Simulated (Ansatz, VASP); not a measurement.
## Re in VASP and in Ansatz

```
Re
1.0
     0.00000    1.98346    1.98346
     1.98346    0.00000    1.98346
     1.98346    1.98346    0.00000
Re
1
Direct
  0.00000 0.00000 0.00000
```

Alike in both runs: task single point; functional PBE; k mesh 23 × 23 × 23; occupations fermi-dirac, width 0.1 eV; no spin polarisation.

|  | VASP | Ansatz |
| --- | --- | --- |
| version | VASP 6.6.1 | Ansatz 0.2.0 |
| potentials or method | VASP PAW PBE potentials, release 64 (Re), cutoff 520 eV | plane waves (420 eV) with PAW, scalar-relativistic |
| valence electrons in the cell | 7 | 15 |

VASP gave:

* pressure (GPa): -13.7

Which values does Ansatz return?

Pressure (GPa): -13.0.

VASP's potentials hold 7 valence electrons a cell and Ansatz's 15, so a difference there can come from the potentials and not from the codes.

Neither program's run includes spin-orbit coupling.
